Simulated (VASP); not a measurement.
# Ni (Pm-3m) in VASP: notebook

Runs on Ni. Level: RPBE. Tasks: single point.

All numbers are computed with VASP 6.6.1; they aren't measurements. Logs are shortened: lines on timing, memory, paths and dates and some standing lists are left out, and cuts for length are marked.

## 1. The cell of the first run

The structure is cubic, space group Pm-3m (No. 221). The conventional cell has a = 2.349 Å, b = 2.349 Å, c = 2.349 Å, α = 90.00°, β = 90.00°, γ = 90.00°. Within 3.1 Å of Ni (site symmetry m-3m) lie 6 Ni at 2.35 Å.

This isn't the form of Ni at room conditions, which is fcc.

## 2. Single point, RPBE, collinear spin, ferromagnetic start (12.97 Å³/atom)

INCAR

```
  ALGO = Normal
  EDIFF = 1E-6
  ENCUT = 520
  GGA = RP
  ISIF = 2
  ISMEAR = -1
  ISPIN = 2
  LASPH = T
  LCHARG = T
  LELF = T
  LMAXMIX = 4
  LORBIT = 11
  LREAL = F
  LVHAR = T
  LWAVE = F
  MAGMOM = -0.65 -0.65
  NBANDS = 21
  NELM = 150
  PREC = Accurate
  SIGMA = 0.05
```

KPOINTS

```
k-points
0
Gamma
  13 13 13
```

POSCAR

```
Ni
1.0
    0.0000000000      2.3492709365      2.3492709365
    2.3492709365      0.0000000000      2.3492709365
    2.3492709365      2.3492709365      0.0000000000
Ni
2
Direct
    0.0000000000      0.0000000000      0.0000000000
    0.5000000000      0.5000000000      0.5000000000
```

Potentials or basis: VASP PAW PBE potentials, release 64 (Ni).

Run with:

```sh
$ cat potpaw_PBE.64/Ni/POTCAR > POTCAR
$ mpirun -np 1 vasp_std > vasp.out
```

OUTCAR:

```text
EDIFF = 1E-6
   ENCUT = 520
   GGA = RP
   ISIF = 2
   ISMEAR = -1
   ISPIN = 2
   LASPH = T
   LORBIT = 11
   LREAL = F
   NELM = 150
   PREC = Accurate

 ion  position               nearest neighbor table
   1  0.000  0.000  0.000-   2 2.35   2 2.35   2 2.35   2 2.35   2 2.35   2 2.35
   2  0.500  0.500  0.500-   1 2.35   1 2.35   1 2.35   1 2.35   1 2.35   1 2.35

  LATTYP: Found a face centered cubic cell.
 ALAT       =     4.6985418730

  Lattice vectors:

 A1 = (   0.0000000000,   2.3492709365,   2.3492709365)
 A2 = (   2.3492709365,   0.0000000000,   2.3492709365)
 A3 = (   2.3492709365,   2.3492709365,   0.0000000000)

Analysis of symmetry for initial positions (statically):
=====================================================================
 Subroutine PRICEL returns following result:

  LATTYP: Found a simple cubic cell.
 ALAT       =     2.3492709365

  Lattice vectors:

 A1 = (  -2.3492709365,   0.0000000000,   0.0000000000)
 A2 = (   0.0000000000,   0.0000000000,   2.3492709365)
 A3 = (   0.0000000000,   2.3492709365,   0.0000000000)

   2 primitive cells build up your supercell.

 Routine SETGRP: Setting up the symmetry group for a
 face centered cubic supercell.

 Subroutine GETGRP returns: Found 48 space group operations
 (whereof 48 operations were pure point group operations)
 out of a pool of 48 trial point group operations.

The static configuration has the point symmetry O_h .

Analysis of symmetry for dynamics (positions and initial velocities):
=====================================================================
 Subroutine PRICEL returns following result:

  LATTYP: Found a simple cubic cell.
 ALAT       =     2.3492709365

  Lattice vectors:

 A1 = (  -2.3492709365,   0.0000000000,   0.0000000000)
 A2 = (   0.0000000000,   0.0000000000,   2.3492709365)
 A3 = (   0.0000000000,   2.3492709365,   0.0000000000)

   2 primitive cells build up your supercell.

 Routine SETGRP: Setting up the symmetry group for a
 face centered cubic supercell.

 Subroutine GETGRP returns: Found 48 space group operations
 (whereof 48 operations were pure point group operations)
 out of a pool of 48 trial point group operations.

The dynamic configuration has the point symmetry O_h .

Analysis of structural, dynamic, and magnetic symmetry:
=====================================================================
 Subroutine PRICEL returns following result:

  LATTYP: Found a simple cubic cell.
 ALAT       =     2.3492709365

  Lattice vectors:

 A1 = (  -2.3492709365,   0.0000000000,   0.0000000000)
 A2 = (   0.0000000000,   0.0000000000,   2.3492709365)
 A3 = (   0.0000000000,   2.3492709365,   0.0000000000)

   2 primitive cells build up your supercell.

 Routine SETGRP: Setting up the symmetry group for a
 face centered cubic supercell.

 Subroutine GETGRP returns: Found 48 space group operations
 (whereof 48 operations were pure point group operations)
 out of a pool of 48 trial point group operations.

The overall configuration has the point symmetry O_h .

 Subroutine INISYM returns: Found 48 space group operations
 (whereof 48 operations are pure point group operations),
 and found     2 'primitive' translations

----------------------------------------------------------------------------------------

                                     Primitive cell

  volume of cell :      12.9658

  direct lattice vectors                    reciprocal lattice vectors
    -2.349270936  0.000000000  0.000000000    -0.425663973  0.000000000  0.000000000
     0.000000000  0.000000000  2.349270936     0.000000000  0.000000000  0.425663973
     0.000000000  2.349270936  0.000000000     0.000000000  0.425663973  0.000000000

  length of vectors
     2.349270936  2.349270936  2.349270936     0.425663973  0.425663973  0.425663973

  position of ions in fractional coordinates (direct lattice)
     0.000000000  0.000000000  0.000000000

  ion indices of the primitive-cell ions
   primitive index   ion index
                 1           1

----------------------------------------------------------------------------------------

 KPOINTS: k-points

Automatic generation of k-mesh.
 Grid dimensions read from file:
 generate k-points for:   13   13   13

 Generating k-lattice:

  Cartesian coordinates                     Fractional coordinates (reciprocal lattice)
    -0.016371691  0.016371691  0.016371691     0.076923077  0.000000000  0.000000000
     0.016371691 -0.016371691  0.016371691     0.000000000  0.076923077  0.000000000
     0.016371691  0.016371691 -0.016371691     0.000000000  0.000000000  0.076923077

  Length of vectors
     0.028356601  0.028356601  0.028356601

  Shift w.r.t. Gamma in fractional coordinates (k-lattice)
     0.000000000  0.000000000  0.000000000

 Subroutine IBZKPT returns following result:
 ===========================================

 Found     84 irreducible k-points:

 Following reciprocal coordinates:
            Coordinates               Weight
  0.000000  0.000000  0.000000      1.000000
  0.076923  0.000000  0.000000      8.000000
  0.153846  0.000000  0.000000      8.000000
  0.230769  0.000000  0.000000      8.000000
  0.307692  0.000000  0.000000      8.000000
  0.384615  0.000000  0.000000      8.000000
[... 16 lines left out ...]
  0.384615  0.153846  0.000000     24.000000
  0.461538  0.153846  0.000000     24.000000
 [... further k-points ...]
   k-points           NKPTS =     84   k-points in BZ     NKDIM =     84   number of bands    NBANDS=     21
   number of dos      NEDOS =    301   number of ions     NIONS =      2
   total plane-waves  NPLWV =  21952
   dimension x,y,z NGX =    28 NGY =   28 NGZ =   28
   dimension x,y,z NGXF=    56 NGYF=   56 NGZF=   56
   ions per type =               2
   NGX,Y,Z   is equivalent  to a cutoff of  14.01, 14.01, 14.01 a.u.
   NGXF,Y,Z  is equivalent  to a cutoff of  28.02, 28.02, 28.02 a.u.
 SYSTEM =  unknown system
   PREC   = accura    normal or accurate (medium, high low for compatibility)
   ISTART =      0    job   : 0-new  1-cont  2-samecut
   ICHARG =      2    charge: 1-file 2-atom 10-const
   ISPIN  =      2    spin polarized calculation?
   LNONCOLLINEAR =      F non collinear calculations
   LSORBIT =      F    spin-orbit coupling
   LASPH  =      T    aspherical Exc in radial PAW
   ENCUT  =  520.0 eV  38.22 Ry    6.18 a.u.   6.18  6.18  6.18*2*pi/ulx,y,z
   NELM   =    150;   NELMIN=  2; NELMDL= -5     # of ELM steps
   EDIFF  = 0.1E-05   stopping-criterion for ELM
   LREAL  =      F    real-space projection
[... 7 lines left out ...]
   TEBEG  =    0.0;   TEEND  =   0.0 temperature during run
   PSTRESS=    0.0 pullay stress
   NELECT =      20.0000    total number of electrons
   NUPDOWN=      -1.0000    fix difference up-down
   EMIN   =  10.00;   EMAX   =-10.00  energy-range for DOS
   EFERMI =   0.00;   METHOD = LEGACY
   ISMEAR =    -1;   SIGMA  =   0.05  broadening in eV -4-tet -1-fermi 0-gaus
   EFERMI_NEDOS =   21; number of points for ismear=-14 and -15
   IALGO  =     38    algorithm
   IMIX   =      4    mixing-type and parameters
     AMIX     =   0.40;   BMIX     =  1.00
     AMIX_MAG =   1.60;   BMIX_MAG =  1.00
  volume/ion in A,a.u.               =      12.97        87.50
  Fermi-wavevector in a.u.,A,eV,Ry     =   1.501326  2.837095 30.667264  2.253980
  Thomas-Fermi vector in A             =   2.612711
   LORBIT       =     11    0 simple, 1 ext, 2 COOP (PROOUT), +10 PAW based schemes
   GGA     = RP    functional components
   LHFCALC =     F    Hartree Fock is set to
   AEXX    =    0.0000 exact exchange contribution
   IVDW    =     0    specifies the selected vdW correction
   LEPSILON=     F    determine dielectric tensor
   LRPA    =     F    only Hartree local field effects (RPA)
 spin polarized calculation
  energy-cutoff  :      520.00
  volume of cell :       25.93
 maximum number of plane-waves:       725
 NGX is ok and might be reduce to    28
   NGX = 13   NGY = 13   NGZ = 13

 number of electron      20.0000015 magnetization      -1.1791261

 Free energy of the ion-electron system (eV)
  ---------------------------------------------------
  ext. energy  EPLUGINS =         0.00000000
  ---------------------------------------------------
  free energy    TOTEN  =        -8.57801241 eV

  energy without entropy =       -8.54475558  energy(sigma->0) =       -8.56138399

 E-fermi :   7.2797     XC(G=0): -12.0311

 val. band max:        7.2756177253   @ k =  -0.1538   0.0769   0.0000
 cond. band min:       7.2818387628   @ k =   0.2308   0.0769   0.0000
 fundamental gap:      0.0062210374
 Fermi energy:         7.2796624967

 spin component 1

 k-point     1 :       0.0000    0.0000    0.0000
  band No.  band energies     occupation
      1      -0.5239      1.00000
      2       4.2825      1.00000
      3       4.2825      1.00000
      4       4.6448      1.00000
      5       4.6448      1.00000
      6       4.6448      1.00000
[... 550 lines left out ...]
      5       5.4833      1.00000
      6       6.0388      1.00000
[... 13 lines left out ...]
     20      33.1403      0.00000
     21      33.3986      0.00000

 [... further k-points ...]

 spin component 2

 k-point     1 :       0.0000    0.0000    0.0000
  band No.  band energies     occupation
      1      -0.5265      1.00000
      2       3.7841      1.00000
      3       3.7841      1.00000
      4       4.0944      1.00000
      5       4.0944      1.00000
      6       4.0944      1.00000
[... 550 lines left out ...]
      5       4.9649      1.00000
      6       5.4389      1.00000
[... 13 lines left out ...]
     20      33.0925      0.00000
     21      33.3567      0.00000

 [... further k-points ...]

------------------------ aborting loop because EDIFF is reached ----------------------------------------

  FORCE on cell =-STRESS in cart. coord.  units (eV):
  Direction    XX          YY          ZZ          XY          YZ          ZX
  --------------------------------------------------------------------------------------
  -------------------------------------------------------------------------------------
  Total        0.1724830      0.1724830      0.1724830      0.0000000      0.0000000     -0.0000000
  in kB       10.6568178     10.6568178     10.6568178      0.0000000      0.0000000     -0.0000000
  external PRESSURE =      10.6568178 kB  Pullay stress =       0.0000000 kB

 VOLUME and BASIS-vectors are now :
 -----------------------------------------------------------------------------
  energy-cutoff  :      520.00
  volume of cell :       25.93
      direct lattice vectors                 reciprocal lattice vectors
     0.000000000  2.349270936  2.349270936    -0.212831986  0.212831986  0.212831986
     2.349270936  0.000000000  2.349270936     0.212831986 -0.212831986  0.212831986
     2.349270936  2.349270936  0.000000000     0.212831986  0.212831986 -0.212831986

 POSITION                                       TOTAL-FORCE (eV/Angst)
 -----------------------------------------------------------------------------------
      0.00000      0.00000      0.00000         0.000000     -0.000000      0.000000
      2.34927      2.34927      2.34927        -0.000000      0.000000     -0.000000
 -----------------------------------------------------------------------------------
    total drift:                                0.000000      0.000000      0.000000

  FREE ENERGIE OF THE ION-ELECTRON SYSTEM (eV)
  ---------------------------------------------------
  free  energy   TOTEN  =        -8.5780124085 eV

  energy  without entropy=       -8.5447555775  energy(sigma->0) =       -8.56138399

 total charge

# of ion       s       p       d       tot
------------------------------------------
    1        0.495   0.367   8.338   9.200
    2        0.495   0.367   8.338   9.200
--------------------------------------------------
tot          0.991   0.734  16.676  18.401

 magnetization (x)

# of ion       s       p       d       tot
------------------------------------------
    1        0.001   0.003  -0.601  -0.597
    2        0.001   0.003  -0.601  -0.597
--------------------------------------------------
tot          0.002   0.007  -1.203  -1.194
```

Run time: 66 s. Hardware: 1 thread of Intel Xeon 6975P-C (Granite Rapids), shared host; peak memory 0.2 GiB.

Results:

| Item | Value |
| --- | --- |
| Free energy | -8.5780 eV |
| Pressure | 1.1 GPa |
| Net moment | -1.18 μB per cell |
| Site moments | Ni -0.60 μB |
| Valence electrons inside the program's atomic spheres | Ni 9.20 |

Caveat: the PAW data sets were made with another functional, which shifts forces and pressure a little.

## 3. Single point, RPBE, collinear spin, ferromagnetic start (13.48 Å³/atom)

This run uses another cell than the first one, of 13.48 Å³/atom.

INCAR

```
PREC = Accurate
ENCUT = 520
EDIFF = 1E-6
ISMEAR = -1
SIGMA = 0.05
LREAL = False
LASPH = True
NELM = 150
ALGO = Normal
ISIF = 2
LWAVE = False
LCHARG = True
ISPIN = 2
MAGMOM = -0.65 -0.65
LORBIT = 11
LMAXMIX = 4
GGA = RP
LELF = True
LVHAR = True
NBANDS = 21
```

KPOINTS

```
Automatic mesh
0
Gamma
  13 13 13
```

POSCAR

```
Ni
1.0
    0.0000000000      2.3801859414      2.3801859414
    2.3801859414      0.0000000000      2.3801859414
    2.3801859414      2.3801859414      0.0000000000
Ni
2
Direct
    0.0000000000      0.0000000000      0.0000000000
    0.5000000000      0.5000000000      0.5000000000
```

Potentials or basis: VASP PAW PBE potentials, release 64 (Ni).

Run with:

```sh
$ cat potpaw_PBE.64/Ni/POTCAR > POTCAR
$ mpirun -np 1 vasp_std > vasp.out
```

OUTCAR:

```text
PREC = Accurate
   ENCUT = 520
   EDIFF = 1E-6
   ISMEAR = -1
   LREAL = False
   LASPH = True
   NELM = 150
   ISIF = 2
   ISPIN = 2
   LORBIT = 11
   GGA = RP

 ion  position               nearest neighbor table
   1  0.000  0.000  0.000-   2 2.38   2 2.38   2 2.38   2 2.38   2 2.38   2 2.38
   2  0.500  0.500  0.500-   1 2.38   1 2.38   1 2.38   1 2.38   1 2.38   1 2.38

  LATTYP: Found a face centered cubic cell.
 ALAT       =     4.7603718828

  Lattice vectors:

 A1 = (   0.0000000000,   2.3801859414,   2.3801859414)
 A2 = (   2.3801859414,   0.0000000000,   2.3801859414)
 A3 = (   2.3801859414,   2.3801859414,   0.0000000000)

Analysis of symmetry for initial positions (statically):
=====================================================================
 Subroutine PRICEL returns following result:

  LATTYP: Found a simple cubic cell.
 ALAT       =     2.3801859414
[... 12 lines left out ...]
 Subroutine GETGRP returns: Found 48 space group operations
 (whereof 48 operations were pure point group operations)
[... 792 lines left out ...]
      6       3.7598      1.00000
[... 565 lines left out ...]
     20      32.0382      0.00000
     21      32.2985      0.00000

 [... further k-points ...]

------------------------ aborting loop because EDIFF is reached ----------------------------------------

  FORCE on cell =-STRESS in cart. coord.  units (eV):
  Direction    XX          YY          ZZ          XY          YZ          ZX
  --------------------------------------------------------------------------------------
  -------------------------------------------------------------------------------------
  Total       -0.5797010     -0.5797010     -0.5797010      0.0000000      0.0000000     -0.0000000
  in kB      -34.4391134    -34.4391134    -34.4391134      0.0000000      0.0000000     -0.0000000
  external PRESSURE =     -34.4391134 kB  Pullay stress =       0.0000000 kB

 VOLUME and BASIS-vectors are now :
 -----------------------------------------------------------------------------
  energy-cutoff  :      520.00
  volume of cell :       26.97
      direct lattice vectors                 reciprocal lattice vectors
     0.000000000  2.380185941  2.380185941    -0.210067622  0.210067622  0.210067622
     2.380185941  0.000000000  2.380185941     0.210067622 -0.210067622  0.210067622
     2.380185941  2.380185941  0.000000000     0.210067622  0.210067622 -0.210067622

 POSITION                                       TOTAL-FORCE (eV/Angst)
 -----------------------------------------------------------------------------------
      0.00000      0.00000      0.00000        -0.000000      0.000000      0.000000
      2.38019      2.38019      2.38019         0.000000     -0.000000     -0.000000
 -----------------------------------------------------------------------------------
    total drift:                                0.000000      0.000000      0.000000

  FREE ENERGIE OF THE ION-ELECTRON SYSTEM (eV)
  ---------------------------------------------------
  free  energy   TOTEN  =        -8.5698797966 eV

  energy  without entropy=       -8.5337715877  energy(sigma->0) =       -8.55182569

 total charge

# of ion       s       p       d       tot
------------------------------------------
    1        0.482   0.343   8.323   9.148
    2        0.482   0.343   8.323   9.148
--------------------------------------------------
tot          0.964   0.686  16.646  18.295

 magnetization (x)

# of ion       s       p       d       tot
------------------------------------------
    1        0.002   0.004  -0.668  -0.662
    2        0.002   0.004  -0.668  -0.662
--------------------------------------------------
tot          0.003   0.009  -1.336  -1.323
```

It took 74 s on 1 thread of Intel Xeon 6975P-C (Granite Rapids), shared host; peak memory 0.21 GiB.

Results:

| Property | Result |
| --- | --- |
| Free energy | -8.5699 eV |
| Pressure | -3.4 GPa |
| Net moment | -1.30 μB per cell |
| Site moments | Ni -0.66 μB |
| Valence electrons inside the program's atomic spheres | Ni 9.15 |

Caveat: the cell stands under tension; the PAW data sets were made with another functional, which shifts forces and pressure a little.
